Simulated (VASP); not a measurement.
Wanted: the native input for a VASP 6.6.1 run.

```
Task                   : single point
Functional             : PBEsol
Potentials or basis    : VASP PAW PBE potentials, release 64 (Zn, O)
Cutoff                 : 520 eV
k mesh                 : 6 × 6 × 4
Occupations            : gaussian, width 0.02 eV
Spin                   : no spin polarisation
Dipole correction      : no
Further INCAR settings : ALGO = Normal; EDIFF = 1e-07; NBANDS = 26
```

The structure of ZnO (zincite) lies in POSCAR:

```
ZnO
1.0
    3.2300572067      0.0000000000      0.0000000000
   -1.6150286033      2.7973115966      0.0000000000
    0.0000000000      0.0000000000      5.2141142653
Zn O
2 2
Direct
    0.3333333333      0.6666666667      0.5000326392
    0.6666666667      0.3333333333      0.0000326392
    0.6666666667      0.3333333333      0.3789773608
    0.3333333333      0.6666666667      0.8789773608
```

The input as run:

INCAR

```
PREC     = Accurate       # precision mode
ENCUT    = 520            # plane-wave cutoff, eV
EDIFF    = 1E-7           # SCF threshold, eV
ISMEAR   = 0              # smearing method
SIGMA    = 0.02           # smearing width, eV
LREAL    = False          # projectors in reciprocal space
LASPH    = True           # aspherical terms in the spheres
NELM     = 80             # most SCF steps
ALGO     = Normal         # electronic algorithm
ISIF     = 2              # what is computed and relaxed
LWAVE    = False          # write WAVECAR
LCHARG   = False          # write CHGCAR
GGA      = PS             # functional
NBANDS   = 26             # bands
```

KPOINTS

```
Automatic mesh
0
Gamma
  6 6 4
```

Potentials or basis: VASP PAW PBE potentials, release 64 (Zn, O).

Command:

```bash
$ cat potpaw_PBE.64/Zn/POTCAR potpaw_PBE.64/O/POTCAR > POTCAR
$ mpirun -np 1 vasp_std > vasp.out
```

Results of the run:

The pressure is 1.0 GPa and the band gap on the k mesh is 0.69 eV, direct.

Caveat: the PAW data sets were made with another functional, which shifts forces and pressure a little.

It took 25 s on 1 thread of Intel(R) Xeon(R) Platinum 8259CL CPU @ 2.50GHz (Skylake/Cascade Lake), with other jobs on the host, peak memory 0.16 GiB.
